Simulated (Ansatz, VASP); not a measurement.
One calculation of SrNb, two programs

```
Sr Nb
1.0
     0.00000    3.14701    3.14701
     3.14701    0.00000    3.14701
     3.14701    3.14701    0.00000
Sr Nb
1 1
Direct
  0.00000 0.00000 0.00000
  0.50000 0.50000 0.50000
```

Alike in both runs: functional PBE; k mesh 16 × 16 × 16; occupations gaussian, width 0.1 eV; no spin polarisation.

Ansatz relaxed the structure, and its values are those at the end. VASP's run is a single point on that final structure, the one shown.

|  | VASP | Ansatz |
| --- | --- | --- |
| version | VASP 6.6.1 | Ansatz 0.2.0 |
| potentials or method | VASP PAW PBE potentials, release 64 (Sr_sv, Nb_sv), cutoff 520 eV | scalar-relativistic, plane waves, PAW |
| valence electrons in the cell | 23 | 23 |

```tsv
	VASP	Ansatz	Ansatz less VASP
gap on the k mesh at the Fermi level (eV)	none	none	-
pressure (GPa)	0.1	0.0	-0.09
```

A gap of «none» marks a metal or a gap that the smearing closes.
